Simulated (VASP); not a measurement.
# Zr3Si2F (P6/mmm) in VASP: further runs, part 2 of 2

VASP 6.6.1.

### Step 4. Single point, PBE

This run uses another cell than the first one, of 23.70 Å³/atom.

INCAR reads:

```
PREC = Accurate
ENCUT = 520
EDIFF = 1E-6
ISMEAR = 0
SIGMA = 0.1
LREAL = F
LASPH = T
NELM = 100
ALGO = Normal
ISIF = 2
LWAVE = F
LCHARG = F
GGA = PE
NBANDS = 34
```

KPOINTS reads:

```
Automatic mesh
0
Gamma
  6 6 10
```

POSCAR reads:

```
Zr3Si2F
1.0
    6.6490944546      0.0000000000      0.0000000000
   -3.3245472273      5.7582847099      0.0000000000
    0.0000000000      0.0000000000      3.7142645936
Zr Si F
3 2 1
Direct
    0.0000000000      0.5000000000      0.5000000000
    0.5000000000      0.5000000000      0.5000000000
    0.5000000000      0.0000000000      0.5000000000
    0.6666666667      0.3333333333      0.0000000000
    0.3333333333      0.6666666667      0.0000000000
    0.0000000000      0.0000000000      0.0000000000
```

On the command line:

```bash
> cat potpaw_PBE.64/Zr_sv/POTCAR potpaw_PBE.64/Si/POTCAR potpaw_PBE.64/F/POTCAR > POTCAR
> mpirun -np 1 vasp_std > vasp.out
```

It took 2.6 min on 1 thread of Intel Xeon Platinum 8259CL at 2.50GHz (Skylake/Cascade Lake), shared host; peak memory 0.34 GiB.

The run converged. Its results:

- Free energy: -39.7850 eV
- Pressure: 0.0 GPa
- Band gap on the k mesh: zero (an odd number of electrons rules out a gap without spin polarisation)

Levels at points of the mesh, in eV from the Fermi level:
```csv
k point,band 21,band 22,band 23,band 24,band 25,band 26,band 27,band 28,band 29,band 30
"(0.00, 0.00, 0.00)",-1.88,-1.83,-0.68,-0.68,-0.56,0.25,0.25,0.90,0.90,1.48
"(0.50, 0.00, 0.00)",-1.83,-1.66,-1.18,-0.91,-0.89,0.02,0.42,0.80,1.12,1.43
"(0.00, 0.00, 0.50)",-1.59,-1.09,-0.85,-0.85,-0.58,-0.58,0.43,1.12,1.12,1.93
"(0.50, 0.00, 0.50)",-2.13,-1.68,-1.04,-1.02,-0.37,0.65,0.69,1.02,1.36,1.39
```

Caveat: an odd number of electrons without spin polarisation forces a metal; a magnetic or distorted state may lie lower.

### Step 5. Relaxation of cell and atoms, PBE

INCAR reads:

```
SYSTEM = Zr3Si2F
ALGO = Normal
EDIFF = 1E-6
EDIFFG = -0.04
ENCUT = 600
GGA = PE
IBRION = 2
ISIF = 3
ISMEAR = 0
LASPH = .TRUE.
LCHARG = .FALSE.
LREAL = .FALSE.
LWAVE = .FALSE.
NELM = 60
NSW = 90
PREC = Accurate
SIGMA = 0.1
```

KPOINTS reads:

```
k-points
0
G
  6 6 6
  0 0 0
```

POSCAR reads:

```
Zr3Si2F
1.0
    5.3824507400      0.0000000000      0.0000000000
   -2.6912253700      4.6613390700      0.0000000000
    0.0000000000      0.0000000000      3.5733402500
Zr Si F
3 2 1
Direct
    0.0000000000      0.5000000000      0.5000000000
    0.5000000000      0.5000000000      0.5000000000
    0.5000000000      0.0000000000      0.5000000000
    0.6666666700      0.3333333300      0.0000000000
    0.3333333300      0.6666666700      0.0000000000
    0.0000000000      0.0000000000      0.0000000000
```

Potentials or basis: VASP PAW PBE potentials, release 64 (Zr_sv, Si, F).

On the command line:

```bash
> cat potpaw_PBE.64/Zr_sv/POTCAR potpaw_PBE.64/Si/POTCAR potpaw_PBE.64/F/POTCAR > POTCAR
> mpirun -np 1 vasp_std > vasp.out
```

OUTCAR:

```text
SYSTEM = Zr3Si2F
   EDIFF = 1E-6
   EDIFFG = -0.04
   ENCUT = 600
   GGA = PE
   IBRION = 2
   ISIF = 3
   ISMEAR = 0
   LASPH = .TRUE.
   LREAL = .FALSE.
   NELM = 60
   NSW = 90
   PREC = Accurate

 ion  position               nearest neighbor table
   1  0.000  0.500  0.500-   4 2.37   5 2.37   4 2.37   5 2.37   3 2.69   3 2.69   2 2.69   2 2.69

   2  0.500  0.500  0.500-   4 2.37   5 2.37   4 2.37   5 2.37   3 2.69   3 2.69   1 2.69   1 2.69

   3  0.500  0.000  0.500-   4 2.37   5 2.37   4 2.37   5 2.37   1 2.69   2 2.69   2 2.69   1 2.69

   4  0.667  0.333  0.000-   3 2.37   3 2.37   1 2.37   1 2.37   2 2.37   2 2.37   5 3.11   5 3.11
                             5 3.11
   5  0.333  0.667  0.000-   3 2.37   3 2.37   1 2.37   1 2.37   2 2.37   2 2.37   4 3.11   4 3.11
                             4 3.11
   6  0.000  0.000  0.000-

  LATTYP: Found a hexagonal cell.
 ALAT       =     5.3824507400
 C/A-ratio  =     0.6638872184

  Lattice vectors:

[... 179 lines left out ...]

 number of electron      50.9999997 magnetization

 Free energy of the ion-electron system (eV)
  ---------------------------------------------------
  ext. energy  EPLUGINS =         0.00000000
  ---------------------------------------------------
  free energy    TOTEN  =       -31.34238056 eV

  energy without entropy =      -31.32901156  energy(sigma->0) =      -31.33569606

 E-fermi :  10.0525     XC(G=0): -11.5330

 val. band max:        9.9714664203   @ k =   0.5000  -0.0000   0.0000
 cond. band min:      10.0570830959   @ k =   0.0000   0.0000   0.5000
 fundamental gap:      0.0856166756
 Fermi energy:        10.0525100451
[... 1872 lines left out ...]
--------------------------------------- Ionic step        8  -------------------------------------------

 number of electron      50.9999996 magnetization

 Free energy of the ion-electron system (eV)
  ---------------------------------------------------
  ext. energy  EPLUGINS =         0.00000000
  ---------------------------------------------------
  free energy    TOTEN  =       -39.69504638 eV

  energy without entropy =      -39.68064798  energy(sigma->0) =      -39.68784718

 E-fermi :   5.1979     XC(G=0):  -9.4169

 val. band max:        5.1460406863   @ k =   0.3333   0.1667   0.0000
 cond. band min:       5.2002594819   @ k =   0.3333   0.3333   0.3333
 fundamental gap:      0.0542187956
 Fermi energy:         5.1978529041
[... 825 lines left out ...]
  FREE ENERGIE OF THE ION-ELECTRON SYSTEM (eV)
  ---------------------------------------------------
  free  energy   TOTEN  =       -39.6950463818 eV

  energy  without entropy=      -39.6806479846  energy(sigma->0) =      -39.68784718

 reached required accuracy - stopping structural energy minimisation
```

It took 8.7 min on 1 thread of Intel Xeon Platinum 8259CL at 2.50GHz (Skylake/Cascade Lake), shared host; peak memory 0.3 GiB.

What came out:

```
Free energy                           : -39.6950 eV
Relaxed volume                        : 23.45 Å³/atom
Relaxed cell                          : a = 6.602 Å, b = 6.602 Å, c = 3.728 Å, α = 90.00°, β = 90.00°, γ = 120.00°
Space group after relaxing (to 0.1 Å) : P6/mmm (No. 191)
Energy gained by relaxing             : 1392.1 meV/atom
Ionic steps                           : 8
Pressure after relaxing               : -0.1 GPa
Band gap on the k mesh                : zero (an odd number of electrons rules out a gap without spin polarisation)
```

Stress tensor (GPa, compression positive):
```
-0.10  0.00  0.00
 0.00 -0.10  0.00
 0.00  0.00  0.03
```

The path:
| step | energy change (eV) | largest force (eV/Å) | pressure (GPa) | volume (Å³) |
| --- | --- | --- | --- | --- |
| 1 | 0.0000 | 0.0000 | 71.05 | 89.65 |
| 2 | -2.4177 | 0.0000 | -17.28 | 205.97 |
| 3 | -7.6150 | 0.0000 | -1.66 | 138.89 |
| 4 | -7.6344 | 0.0000 | -0.20 | 136.47 |
| 5 | -7.6359 | 0.0000 | 0.48 | 135.40 |
| 6 | -8.1205 | 0.0000 | 0.01 | 138.13 |
| 7 | -8.3486 | 0.0000 | -0.08 | 140.41 |
| 8 | -8.3527 | 0.0000 | -0.05 | 140.73 |

Final structure:
```
CELL_PARAMETERS angstrom
6.60205 0.00000 0.00000
-3.30103 5.71755 0.00000
0.00000 0.00000 3.72807
ATOMIC_POSITIONS crystal
Zr 0.00000 0.50000 0.50000
Zr 0.50000 0.50000 0.50000
Zr 0.50000 0.00000 0.50000
Si 0.66667 0.33333 0.00000
Si 0.33333 0.66667 0.00000
F 0.00000 0.00000 0.00000
```

Levels at points of the mesh, in eV from the Fermi level:
| k point | band 21 | band 22 | band 23 | band 24 | band 25 | band 26 | band 27 | band 28 | band 29 | band 30 |
| --- | --- | --- | --- | --- | --- | --- | --- | --- | --- | --- |
| (0.00, 0.00, 0.00) | -1.97 | -1.88 | -0.70 | -0.70 | -0.60 | 0.28 | 0.28 | 0.85 | 0.85 | 1.40 |
| (0.50, 0.00, 0.00) | -1.92 | -1.66 | -1.22 | -0.98 | -0.87 | 0.01 | 0.43 | 0.79 | 1.12 | 1.57 |
| (0.00, 0.00, 0.50) | -1.61 | -1.05 | -0.88 | -0.88 | -0.60 | -0.60 | 0.39 | 1.17 | 1.17 | 2.88 |
| (0.50, 0.00, 0.50) | -2.17 | -1.67 | -1.05 | -1.04 | -0.40 | 0.65 | 0.69 | 1.00 | 1.38 | 1.38 |

Caveat: the volume moved by over 15 % at a fixed basis, so the end points are rough; an odd number of electrons without spin polarisation forces a metal; a magnetic or distorted state may lie lower.

### Step 6. Relaxation of cell and atoms, PBE

This run uses another cell than the first one, of 23.68 Å³/atom.

INCAR reads:

```
SYSTEM = Zr3Si2F
PREC = Accurate ; ENCUT = 600
EDIFF = 1E-6 ; ISMEAR = 0
SIGMA = 0.1 ; LREAL = .FALSE.
LASPH = .TRUE. ; NELM = 100
ALGO = Normal ; ISIF = 3
LWAVE = .FALSE. ; LCHARG = .FALSE.
GGA = PE ; IBRION = 2
NSW = 100 ; EDIFFG = -0.01
```

KPOINTS reads:

```
Automatic mesh
0
G
  6 6 10
  0 0 0
```

POSCAR reads:

```
Zr3Si2F
1.0
    6.6430350174      0.0000000000      0.0000000000
   -3.3215175087      5.7530370833      0.0000000000
    0.0000000000      0.0000000000      3.7181784621
Zr Si F
3 2 1
Direct
    0.0000000000      0.5000000000      0.5000000000
    0.5000000000      0.5000000000      0.5000000000
    0.5000000000      0.0000000000      0.5000000000
    0.6666666667      0.3333333333      0.0000000000
    0.3333333333      0.6666666667      0.0000000000
    0.0000000000      0.0000000000      0.0000000000
```

Potentials or basis: VASP PAW PBE potentials, release 64 (Zr_sv, Si, F).

On the command line:

```bash
> cat potpaw_PBE.64/Zr_sv/POTCAR potpaw_PBE.64/Si/POTCAR potpaw_PBE.64/F/POTCAR > POTCAR
> mpirun -np 1 vasp_std > vasp.out
```

It took 4.3 min on 1 thread of Intel Xeon Platinum 8259CL at 2.50GHz (Skylake/Cascade Lake), shared host; peak memory 0.42 GiB.

It converged, with:

```yaml
Free_energy: -39.7858 eV
Energy_gained_by_relaxing: 0.0 meV/atom
Ionic_steps: 2
Pressure_after_relaxing: 0.0 GPa
Band_gap_on_the_k_mesh: zero (an odd number of electrons rules out a gap without spin polarisation)
```

Final structure:
```cif
data_structure
_symmetry_space_group_name_H-M 'P 1'
_symmetry_Int_Tables_number 1
_cell_length_a 6.6449
_cell_length_b 6.6449
_cell_length_c 3.7162
_cell_angle_alpha 90.000
_cell_angle_beta 90.000
_cell_angle_gamma 120.000
_cell_volume 142.10
loop_
_atom_site_label
_atom_site_type_symbol
_atom_site_fract_x
_atom_site_fract_y
_atom_site_fract_z
_atom_site_occupancy
Zr1 Zr 0.00000 0.50000 0.50000 1
Zr2 Zr 0.50000 0.50000 0.50000 1
Zr3 Zr 0.50000 0.00000 0.50000 1
Si1 Si 0.66667 0.33333 0.00000 1
Si2 Si 0.33333 0.66667 0.00000 1
F1 F 0.00000 0.00000 0.00000 1
```

Levels at points of the mesh, in eV from the Fermi level:
```
           k point  band 22  band 23  band 24  band 25  band 26  band 27  band 28  band 29
(0.00, 0.00, 0.00)    -1.83    -0.68    -0.68    -0.56     0.25     0.25     0.90     0.90
(0.50, 0.00, 0.00)    -1.66    -1.18    -0.91    -0.89     0.02     0.42     0.80     1.12
(0.00, 0.00, 0.50)    -1.08    -0.85    -0.85    -0.58    -0.58     0.43     1.13     1.13
(0.50, 0.00, 0.50)    -1.68    -1.04    -1.02    -0.37     0.65     0.69     1.02     1.37
```

Caveat: an odd number of electrons without spin polarisation forces a metal; a magnetic or distorted state may lie lower.

### Step 7. The runs side by side

```csv
task,cell,k mesh,cutoff (eV),gap on the mesh (eV),pressure (GPa),relaxed volume (Å³/atom)
single point,"a = 5.382, b = 5.382, c = 3.573 Å, angles 90.0, 90.0, 120.0°, 6 atoms",6 × 6 × 6,520,none,71.1,-
single point,"a = 6.643, b = 6.643, c = 3.718 Å, angles 90.0, 90.0, 120.0°, 6 atoms",6 × 6 × 6,520,none,0.0,-
single point,"a = 6.649, b = 6.649, c = 3.714 Å, angles 90.0, 90.0, 120.0°, 6 atoms",6 × 6 × 10,520,none,0.0,-
relaxation of cell and atoms,"relaxed from a = 5.382, b = 5.382, c = 3.573 Å, angles 90.0, 90.0, 120.0°, 6 atoms",6 × 6 × 6,600,none,-0.1,23.45
relaxation of cell and atoms,"relaxed from a = 6.643, b = 6.643, c = 3.718 Å, angles 90.0, 90.0, 120.0°, 6 atoms",6 × 6 × 10,600,none,0.0,23.68
```

Alike in all rows: level PBE; potentials or basis VASP PAW PBE potentials, release 64 (Zr_sv, Si, F); no spin polarisation; smearing gaussian 0.1 eV.

Caveats: an odd number of electrons without spin polarisation forces a metal; a magnetic or distorted state may lie lower; the stress differs along the axes, from 68 to 78 GPa (at least some runs); the volume moved by over 15 % at a fixed basis, so the end points are rough (at least some runs).

Absolute energies hang on the potentials; compare differences alone.

The gap in the log of VASP goes by the Fermi energy; the results here count the filled bands.